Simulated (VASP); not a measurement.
ZrGa2S2:

```
Zr Ga S
1.0
     4.10335    0.00000    0.00000
    -2.05168    3.55361    0.00000
     0.00000    0.00000    8.02400
Zr Ga S
1 2 2
Direct
  0.66667 0.33333 0.00000
  0.00000 0.00000 0.70553
  0.00000 0.00000 0.29447
  0.66667 0.33333 0.50000
  0.33333 0.66667 0.00000
```

The cell was built from a structure type or drawn by symmetry, and may not be a known phase.

- Program: VASP 6.6.1
- Task: relaxation of cell and atoms
- Functional: PBE
- Potentials or basis: VASP PAW PBE potentials, release 64 (Zr_sv, Ga_d, S)
- Cutoff: 600 eV
- k mesh: 12 × 12 × 6
- Occupations: gaussian, width 0.1 eV
- Spin: no spin polarisation

At the start: pressure 0.5 GPa; volume 23.40 Å³/atom.

Problem. Where does the relaxation end?

Solution. Over 32 steps the energy falls by 210.5 meV/atom and the volume is 19.95 Å³/atom (-14.8 %); space group P-6m2 (No. 187, to 0.1 Å) before and after.

The path:
```
step  energy change (eV)  largest force (eV/Å)  pressure (GPa)  volume (Å³)
   1              0.0000                0.2382            0.48       117.00
   2             -0.1019                0.0792           -1.11       118.13
   3             -0.1729                0.0107           -3.22       119.62
   4             -0.2563                0.0144           -2.68       116.73
   5             -0.5160                0.0696           -0.54       107.99
   6             -0.2929                3.7917           12.60        90.10
   7             -0.6222                0.2140            0.81       104.13
   8             -0.7001                1.1257            4.78        97.16
   9             -0.7036                0.7549            3.39        99.10
  10             -0.7055                0.8655            3.82        98.45
  11             -0.7405                1.1805            4.23        97.44
  12             -0.7511                1.5951            4.90        96.37
  13             -0.8242                1.4626            3.79        97.18
  14             -0.9564                1.1576            1.04        99.52
  15             -0.9655                0.9858           -1.99       103.79
  16             -0.9883                1.0188           -1.19       102.24
  17             -0.9890                1.0462           -0.79       101.67
  18             -1.0266                0.5723           -0.80       101.28
  19             -1.0458                0.0228           -0.71       100.72
  20             -1.0459                0.0003           -0.67       100.70
  21             -1.0486                0.0148           -0.29       100.10
  22             -1.0495                0.0239           -0.01        99.71
  23             -1.0491                0.0422            0.58        98.95
  24             -1.0497                0.0299            0.16        99.46
  25             -1.0504                0.0394            0.14        99.50
  26             -1.0517                0.0627            0.12        99.60
  27             -1.0514                0.1147            0.03        99.79
  28             -1.0520                0.0829            0.04        99.68
  29             -1.0524                0.0101           -0.04        99.80
  30             -1.0524                0.0022           -0.06        99.81
  31             -1.0525                0.0012            0.08        99.70
  32             -1.0525                0.0008           -0.05        99.74
```

Final structure:
```
Zr Ga S
1.0
     4.61435    0.00000    0.00000
    -2.30718    3.99615    0.00000
     0.00000    0.00000    5.40877
Zr Ga S
1 2 2
Direct
  0.66667 0.33333 0.00000
  0.00000 0.00000 0.72382
  0.00000 0.00000 0.27618
  0.66667 0.33333 0.50000
  0.33333 0.66667 0.00000
```

Caveat: a cell axis changed by over 15 % at a fixed basis, so the end point is rough.
